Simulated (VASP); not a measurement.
Here is a VASP 6.6.1 calculation.

Contents of INCAR:

```
SYSTEM = PbS
ALGO = Normal
EDIFF = 1E-7
ENCUT = 520
GGA = PE
ISIF = 2
ISMEAR = 0
LASPH = .TRUE.
LCHARG = .FALSE.
LREAL = .FALSE.
LWAVE = .FALSE.
NBANDS = 17
NELM = 60
PREC = Accurate
SIGMA = 0.05
```

The input KPOINTS:

```
k-points
0
G
  10 10 10
  0 0 0
```

POSCAR

```
PbS
1.0
    4.0481878949      0.0000000000      0.0000000000
   -2.0240939474      3.5058335563      0.0000000000
    0.0000000000      0.0000000000      3.7841695152
Pb S
1 1
Direct
    0.0000000000      0.0000000000      0.0000000000
    0.6666666667      0.3333333333      0.5000000000
```

Potentials or basis: VASP PAW PBE potentials, release 64 (Pb_d, S).

Run with:

```bash
$ cat potpaw_PBE.64/Pb_d/POTCAR potpaw_PBE.64/S/POTCAR > POTCAR
$ mpirun -np 1 vasp_std > vasp.out
```

Problem. What does it give for the band gap on the k mesh?

Solution. Zero (band 10 reaches 5.51 eV, above the bottom of band 11 at 5.12 eV).

Problem. What does it give for the pressure?

Solution. 0.9 GPa.

Stress tensor (GPa, compression positive):
```
0.93 0.00 0.00
0.00 0.93 0.00
0.00 0.00 0.76
```

Caveat: spin-orbit coupling is left out, which moves the levels of the heavy elements.
